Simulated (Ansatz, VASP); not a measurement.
## Na2Al2O: VASP beside Ansatz

The input INCAR:

```
SYSTEM = Na2Al2O
PREC = Accurate
ENCUT = 520
EDIFF = 1E-6
ISMEAR = 0
SIGMA = 0.1
LREAL = .FALSE.
LASPH = .TRUE.
NELM = 150
ALGO = Normal
ISIF = 2
LWAVE = .FALSE.
LCHARG = .FALSE.
ISPIN = 2
MAGMOM = 0 0 0 0 1
LORBIT = 11
GGA = PE
NBANDS = 25
```

The input KPOINTS:

```
Automatic mesh
0
G
  6 6 4
  0 0 0
```

POSCAR

```
Na2Al2O
1.0
    4.5681688800      0.0000000000      0.0000000000
   -2.2840844400      3.9561503000      0.0000000000
    0.0000000000      0.0000000000      5.0284879700
Na Al O
2 2 1
Direct
    0.3333333300      0.6666666700      0.1445680600
    0.6666666700      0.3333333300      0.1445680600
    0.3333333300      0.6666666700      0.6581900900
    0.6666666700      0.3333333300      0.6581900900
    0.0000000000      0.0000000000      0.1795685500
```

Input for Ansatz:

```yaml
crystal:
  lattice:
    - [4.56816888, 0.0, 0.0]
    - [-2.28408444, 3.9561503, 0.0]
    - [0.0, 0.0, 5.02848797]
  atoms:
    - { symbol: Na, position: [0.33333333, 0.66666667, 0.14456806] }
    - { symbol: Na, position: [0.66666667, 0.33333333, 0.14456806] }
    - { symbol: Al, position: [0.33333333, 0.66666667, 0.65819009] }
    - { symbol: Al, position: [0.66666667, 0.33333333, 0.65819009] }
    - { symbol: O, position: [0.0, 0.0, 0.17956855], spin: 1.0 }
basis:
  ecutwfc: 420
kpoints:
  mp_grid: { grid: [6, 6, 4] }
hamiltonian:
  xc: pbe
scf:
  occupations: { method: gaussian, width: 0.1 }
  lower_state_search: "off"
output:
  forces: true
  stress: true
  eigenvalues: true
  populations: true
magnetization:
  spin_polarized: true
```

Alike in both runs: task single point; functional PBE; k mesh 6 × 6 × 4; occupations gaussian, width 0.1 eV; collinear spin.

|  | VASP | Ansatz |
| --- | --- | --- |
| version | VASP 6.6.1 | Ansatz 0.2.0 |
| potentials or method | VASP PAW PBE potentials, release 64 (Na_pv, Al, O), cutoff 520 eV | scalar-relativistic, plane waves, PAW |
| valence electrons in the cell | 26 | 30 |

```tsv
	VASP	Ansatz	Ansatz less VASP
gap on the k mesh at the Fermi level (eV)	none	none	-
pressure (GPa)	5.2	5.2	0.00
traceless stress, the component that is largest in VASP (GPa)	21.07	21.01	-0.054
rms of the force components (eV/Å)	0.314	0.313	-0.0014
net moment per atom (μB)	0.00	0.00	0.000
```

Atom by atom the forces differ by 0.001 eV/Å (rms over components). A gap of «none» marks a metal or a gap that the smearing closes. With one functional, cell and mesh, what is left measures potentials, basis and numerics. VASP's potentials hold 26 valence electrons a cell and Ansatz's 30, so a difference there can come from the potentials and not from the codes. Ansatz's warnings: seeded moment not kept.
